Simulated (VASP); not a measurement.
# Pt in VASP: single point with PBEsol

Aim: the single point of Pt with PBEsol.

Program: VASP 6.6.1. These are calculated values, not measurements. Logs are shortened: lines on timing, memory, paths and dates and some standing lists are left out, and cuts for length are marked.

### 1 The cell of the first run

The cell holds a slab with vacuum, 5 atoms: a = 2.773 Å, b = 2.773 Å, c = 23.844 Å, α = 90.00°, β = 90.00°, γ = 90.00°.

### 2 Single point, PBEsol

Input file INCAR:

```
PREC = Accurate
ENCUT = 520
EDIFF = 1E-6
ISMEAR = 1
SIGMA = 0.15
LREAL = False
LASPH = True
NELM = 100
ALGO = Normal
ISIF = 2
LWAVE = False
LCHARG = False
LDIPOL = True
IDIPOL = 3
DIPOL = 0.5 0.5 0.499
GGA = PS
NBANDS = 33
```

Input file KPOINTS:

```
Automatic mesh
0
Gamma
  7 7 1
```

Input file POSCAR:

```
Pt
1.0
    2.7731313745      0.0000000000      0.0000000000
    0.0000000000      2.7731313745      0.0000000000
    0.0000000000      0.0000000000     23.8436000000
Pt
5
Direct
    0.0000000000      0.0000000000      0.3355198041
    0.5000000000      0.5000000000      0.4177599020
    1.0000000000      0.0000000000      0.4991101001
    0.5000000000      0.5000000000      0.5805245787
    1.0000000000      0.0000000000      0.6606887355
```

Potentials or basis: VASP PAW PBE potentials, release 64 (Pt).

On the command line:

```sh
$ cat potpaw_PBE.64/Pt/POTCAR > POTCAR
$ mpirun -np 1 vasp_std > vasp.out
```

OUTCAR:

```text
PREC = Accurate
   ENCUT = 520
   EDIFF = 1E-6
   ISMEAR = 1
   LREAL = False
   LASPH = True
   NELM = 100
   ISIF = 2
   GGA = PS

 ion  position               nearest neighbor table
   1  0.000  0.000  0.336-   2 2.77   2 2.77   2 2.77   2 2.77
   2  0.500  0.500  0.418-   3 2.76   3 2.76   3 2.76   3 2.76   1 2.77   1 2.77   1 2.77   1 2.77

   3  0.000  0.000  0.499-   2 2.76   2 2.76   2 2.76   2 2.76   4 2.76   4 2.76   4 2.76   4 2.76

   4  0.500  0.500  0.581-   5 2.74   5 2.74   5 2.74   5 2.74   3 2.76   3 2.76   3 2.76   3 2.76

   5  0.000  0.000  0.661-   4 2.74   4 2.74   4 2.74   4 2.74

  LATTYP: Found a simple tetragonal cell.
 ALAT       =     2.7731313745
 C/A-ratio  =     8.5980780497

  Lattice vectors:

 A1 = (   2.7731313745,   0.0000000000,   0.0000000000)
 A2 = (   0.0000000000,   2.7731313745,   0.0000000000)
 A3 = (   0.0000000000,   0.0000000000,  23.8436000000)

Analysis of symmetry for initial positions (statically):
=====================================================================
 Subroutine PRICEL returns:
 Original cell was already a primitive cell.

 Routine SETGRP: Setting up the symmetry group for a
 simple tetragonal supercell.

 Subroutine GETGRP returns: Found  8 space group operations
 (whereof  8 operations were pure point group operations)
 out of a pool of 16 trial point group operations.

The static configuration has the point symmetry C_4v.

Analysis of symmetry for dynamics (positions and initial velocities):
=====================================================================
 Subroutine PRICEL returns:
 Original cell was already a primitive cell.

 Routine SETGRP: Setting up the symmetry group for a
 simple tetragonal supercell.

 Subroutine GETGRP returns: Found  8 space group operations
 (whereof  8 operations were pure point group operations)
 out of a pool of 16 trial point group operations.

The dynamic configuration has the point symmetry C_4v.

 Subroutine INISYM returns: Found  8 space group operations
 (whereof  8 operations are pure point group operations),
 and found     1 'primitive' translations

----------------------------------------------------------------------------------------

                                     Primitive cell

  volume of cell :     183.3634

  direct lattice vectors                    reciprocal lattice vectors
     2.773131375  0.000000000  0.000000000     0.360603183  0.000000000  0.000000000
     0.000000000  2.773131375  0.000000000     0.000000000  0.360603183  0.000000000
     0.000000000  0.000000000 23.843600000     0.000000000  0.000000000  0.041939976

  length of vectors
     2.773131375  2.773131375 23.843600000     0.360603183  0.360603183  0.041939976

  position of ions in fractional coordinates (direct lattice)
     0.000000000  0.000000000  0.335519804
     0.500000000  0.500000000  0.417759902
     0.000000000  0.000000000  0.499110100
     0.500000000  0.500000000  0.580524579
     0.000000000  0.000000000  0.660688736

  ion indices of the primitive-cell ions
   primitive index   ion index
                 1           1
                 2           2
                 3           3
                 4           4
                 5           5

----------------------------------------------------------------------------------------

 KPOINTS: Automatic mesh

Automatic generation of k-mesh.
 Grid dimensions read from file:
 generate k-points for:    7    7    1

 Generating k-lattice:

  Cartesian coordinates                     Fractional coordinates (reciprocal lattice)
     0.051514740  0.000000000  0.000000000     0.142857143  0.000000000  0.000000000
     0.000000000  0.051514740  0.000000000     0.000000000  0.142857143  0.000000000
     0.000000000  0.000000000  0.041939976     0.000000000  0.000000000  1.000000000

  Length of vectors
     0.051514740  0.051514740  0.041939976

  Shift w.r.t. Gamma in fractional coordinates (k-lattice)
     0.000000000  0.000000000  0.000000000

 Subroutine IBZKPT returns following result:
 ===========================================

 Found     10 irreducible k-points:

 Following reciprocal coordinates:
            Coordinates               Weight
  0.000000  0.000000  0.000000      1.000000
  0.142857  0.000000  0.000000      4.000000
  0.285714  0.000000  0.000000      4.000000
  0.428571  0.000000  0.000000      4.000000
  0.142857  0.142857  0.000000      4.000000
  0.285714  0.142857  0.000000      8.000000
  0.428571  0.142857  0.000000      8.000000
  0.285714  0.285714  0.000000      4.000000
  0.428571  0.285714  0.000000      8.000000
  0.428571  0.428571  0.000000      4.000000
   k-points           NKPTS =     10   k-points in BZ     NKDIM =     10   number of bands    NBANDS=     33
   number of dos      NEDOS =    301   number of ions     NIONS =      5
   total plane-waves  NPLWV = 103680
   dimension x,y,z NGX =    24 NGY =   24 NGZ =  180
   dimension x,y,z NGXF=    48 NGYF=   48 NGZF=  360
   ions per type =               5
   NGX,Y,Z   is equivalent  to a cutoff of  14.39, 14.39, 12.55 a.u.
   NGXF,Y,Z  is equivalent  to a cutoff of  28.78, 28.78, 25.10 a.u.
 SYSTEM =  unknown system
   PREC   = accura    normal or accurate (medium, high low for compatibility)
   ISTART =      0    job   : 0-new  1-cont  2-samecut
   ICHARG =      2    charge: 1-file 2-atom 10-const
   ISPIN  =      1    spin polarized calculation?
   LNONCOLLINEAR =      F non collinear calculations
   LSORBIT =      F    spin-orbit coupling
   LASPH  =      T    aspherical Exc in radial PAW
   ENCUT  =  520.0 eV  38.22 Ry    6.18 a.u.   5.16  5.16 44.33*2*pi/ulx,y,z
   NELM   =    100;   NELMIN=  2; NELMDL= -5     # of ELM steps
   EDIFF  = 0.1E-05   stopping-criterion for ELM
   LREAL  =      F    real-space projection
   EDIFFG = 0.1E-04   stopping-criterion for IOM
   NSW    =      0    number of steps for IOM
   IBRION =     -1    ionic relax: 0-MD 1-quasi-New 2-CG
   NFREE  =      0    steps in history (QN), initial steepest desc. (CG)
   ISIF   =      2    stress and relaxation
   ISYM   =      2    0-nonsym 1-usesym 2-fastsym
   POTIM  = 0.5000    time-step for ionic-motion
   TEBEG  =    0.0;   TEEND  =   0.0 temperature during run
   PSTRESS=    0.0 pullay stress
   NELECT =      50.0000    total number of electrons
   NUPDOWN=      -1.0000    fix difference up-down
   EMIN   =  10.00;   EMAX   =-10.00  energy-range for DOS
   EFERMI =   0.00;   METHOD = LEGACY
   ISMEAR =     1;   SIGMA  =   0.15  broadening in eV -4-tet -1-fermi 0-gaus
   EFERMI_NEDOS =   21; number of points for ismear=-14 and -15
   IALGO  =     38    algorithm
   IMIX   =      4    mixing-type and parameters
     AMIX     =   0.40;   BMIX     =  1.00
     AMIX_MAG =   1.60;   BMIX_MAG =  1.00
  volume/ion in A,a.u.               =      36.67       247.48
  Fermi-wavevector in a.u.,A,eV,Ry     =   1.061599  2.006132 15.333670  1.126993
  Thomas-Fermi vector in A             =   2.197021
   LORBIT       =      0    0 simple, 1 ext, 2 COOP (PROOUT), +10 PAW based schemes
   GGA     = PS    functional components
   LHFCALC =     F    Hartree Fock is set to
   AEXX    =    0.0000 exact exchange contribution
   IVDW    =     0    specifies the selected vdW correction
   LEPSILON=     F    determine dielectric tensor
   LRPA    =     F    only Hartree local field effects (RPA)
 non-spin polarized calculation
 Methfessel and Paxton  Order N= 1 SIGMA  =   0.15
  energy-cutoff  :      520.00
  volume of cell :      183.36
 maximum number of plane-waves:      4964
 NGX is ok and might be reduce to    24
   NGX = 11   NGY = 11   NGZ = 89

 dipolmoment           0.000000      0.000000      0.102319 electrons x Angstroem

 number of electron      49.9999997 magnetization

 dipolmoment           0.000000      0.000000     -0.000541 electrons x Angstroem

 Free energy of the ion-electron system (eV)
  ---------------------------------------------------
  ext. energy  EPLUGINS =         0.00000000
  ---------------------------------------------------
  free energy    TOTEN  =       -32.67149276 eV

  energy without entropy =      -32.66627142  energy(sigma->0) =      -32.66975231

 E-fermi :   1.1408     XC(G=0):  -6.4122

 val. band max:        1.1392644832   @ k =   0.0000   0.0000   0.0000
 cond. band min:       1.1648405213   @ k =   0.2857   0.0000   0.0000
 fundamental gap:      0.0255760380
 Fermi energy:         1.1408279771

 k-point     1 :       0.0000    0.0000    0.0000
  band No.  band energies     occupation
      1      -8.7816      2.00000
      2      -7.4220      2.00000
      3      -6.0615      2.00000
      4      -5.4934      2.00000
      5      -5.4152      2.00000
      6      -5.1975      2.00000
[... 25 lines left out ...]
     32       6.6342      0.00000
     33       7.0627      0.00000

 k-point     2 :       0.1429    0.0000    0.0000
  band No.  band energies     occupation
      1      -8.2699      2.00000
      2      -6.9956      2.00000
      3      -5.7259      2.00000
      4      -5.1840      2.00000
      5      -5.0255      2.00000
      6      -4.8991      2.00000
[... 25 lines left out ...]
     32       7.0293      0.00000
     33       7.5188      0.00000
[... 250 lines left out ...]
     32       7.8997      0.00000
     33       8.3026      0.00000

 k-point    10 :       0.4286    0.4286    0.0000
  band No.  band energies     occupation
      1      -5.6224      2.00000
      2      -5.5413      2.00000
      3      -5.2007      2.00000
      4      -5.1916      2.00000
      5      -4.8039      2.00000
      6      -4.2585      2.00000
[... 25 lines left out ...]
     32       8.6645      0.00000
     33       9.5033      0.00000

------------------------ aborting loop because EDIFF is reached ----------------------------------------

 vacuum level on the upper side and lower side of the slab       (xc-potential included)        -0.389        -0.391

  FORCE on cell =-STRESS in cart. coord.  units (eV):
  Direction    XX          YY          ZZ          XY          YZ          ZX
  --------------------------------------------------------------------------------------
  -------------------------------------------------------------------------------------
  Total       -4.4161511     -4.4161511     -0.8006882      0.0000000      0.0000000      0.0000000
  in kB      -38.5870688    -38.5870688     -6.9961853      0.0000000      0.0000000      0.0000000
  external PRESSURE =     -28.0567743 kB  Pullay stress =       0.0000000 kB

 VOLUME and BASIS-vectors are now :
 -----------------------------------------------------------------------------
  energy-cutoff  :      520.00
  volume of cell :      183.36
      direct lattice vectors                 reciprocal lattice vectors
     2.773131375  0.000000000  0.000000000     0.360603183  0.000000000  0.000000000
     0.000000000  2.773131375  0.000000000     0.000000000  0.360603183  0.000000000
     0.000000000  0.000000000 23.843600000     0.000000000  0.000000000  0.041939976

 POSITION                                       TOTAL-FORCE (eV/Angst)
 -----------------------------------------------------------------------------------
      0.00000      0.00000      8.00000        -0.000000      0.000000      0.339104
      1.38657      1.38657      9.96090         0.000000      0.000000     -0.319705
      0.00000      0.00000     11.90058        -0.000000      0.000000      0.001960
      1.38657      1.38657     13.84180        -0.000000     -0.000000     -0.021498
      0.00000      0.00000     15.75320        -0.000000      0.000000      0.000139
 -----------------------------------------------------------------------------------
    total drift:                                0.000000      0.000000     -0.000560

  FREE ENERGIE OF THE ION-ELECTRON SYSTEM (eV)
  ---------------------------------------------------
  free  energy   TOTEN  =       -32.6714927639 eV

  energy  without entropy=      -32.6662714168  energy(sigma->0) =      -32.66975231

 vacuum level on the upper side and lower side of the slab         6.589         6.584
```

Run time: 2.7 min. Hardware: 1 thread of Intel Xeon 6975P-C (Granite Rapids), shared host; peak memory 0.31 GiB.

Results:

```yaml
Free_energy: -32.6715 eV
Largest_force: 0.339 eV/Å
Band_gap_on_the_k_mesh: zero (band 25 reaches 1.79 eV, above the bottom of band 26 at 0.63 eV)
```

Forces in eV/Å, atoms in the order of the input:
```
Pt   0.000  0.000  0.339
Pt   0.000  0.000 -0.320
Pt   0.000  0.000  0.002
Pt   0.000  0.000 -0.021
Pt   0.000  0.000  0.000
```

Levels at points of the mesh, in eV from the Fermi level:
| k point | band 23 | band 24 | band 25 | band 26 | band 27 | band 28 |
| --- | --- | --- | --- | --- | --- | --- |
| (0.00, 0.00, 0.00) | -0.55 | -0.40 | -0.40 | 0.00 | 0.12 | 0.32 |

Caveat: the PAW data sets were made with another functional, which shifts forces and pressure a little; spin-orbit coupling is left out, which moves the levels of the heavy elements.
